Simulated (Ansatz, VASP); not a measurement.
**Nb: VASP beside Ansatz**

```
Nb
1.0
    -1.51902    1.51902    1.51902
     1.51902   -1.51902    1.51902
     1.51902    1.51902   -1.51902
Nb
1
Direct
  0.00000 0.00000 0.00000
```

Change from the starting cell: volume scaled by 0.8, PAW files.

Alike in both runs: task single point; functional PBEsol; k mesh 18 × 18 × 18; occupations fermi-dirac, width 0.05 eV; no spin polarisation.

|  | VASP | Ansatz |
| --- | --- | --- |
| version | VASP 6.6.1 | Ansatz 0.2.0 |
| potentials or method | VASP PAW PBE potentials, release 64 (Nb_sv) | PAW with Ansatz's default frozen-core files, scalar-relativistic |
| plane-wave cutoff (eV) | 520 | 420 |
| valence electrons in the cell | 13 | 13 |

Ansatz gave:

| Item | Value |
| --- | --- |
| pressure (GPa) | 60.0 |

Q: Estimate VASP's values.

A: Pressure (GPa): 59.8.

VASP's potentials were made for PBE, not for PBEsol. Both programs put the cell under a high pressure, so it lies far from rest at this level. The functional is the same, so the differences come from potentials, cutoffs and numerics.
